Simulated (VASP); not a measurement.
Runs of VASP 6.6.1 on W. The structure is that of space group Fm-3m (No. 225), or close to it. The cells are those of the table. 

```tsv
task	cell	cutoff (eV)	gap on the mesh (eV)	pressure (GPa)	relaxed volume (Å³/atom)
relaxation of cell and atoms	relaxed from a = 2.901 Å, angles 122.4, 122.4, 85.8°, 1 atom	600	none	0.0	16.29
single point	a = 2.872 Å, angles 60.0°, 1 atom	550	none	(a)	-
relaxation of cell and atoms	relaxed from a = 2.872 Å, angles 60.0°, 1 atom	550	none	0.0	16.28
single point	a = 2.841 Å, angles 60.0°, 1 atom	550	none	1.1	-
```

Alike in all rows: level r2SCAN; potentials or basis VASP PAW PBE potentials, release 64 (W_sv); no spin polarisation; k mesh 8 × 8 × 8; smearing gaussian 0.1 eV.

Fill in the values left out.

(a) -8.4.

Caveats: the PAW data sets were made with another functional, which shifts forces and pressure a little; spin-orbit coupling is left out, which moves the levels of the heavy elements; the cell stands under tension (at least some runs).

A k mesh can miss the band edges, and the runs leave out spin-orbit coupling on W.

A gap of «none» marks levels without a gap at the run's occupations.
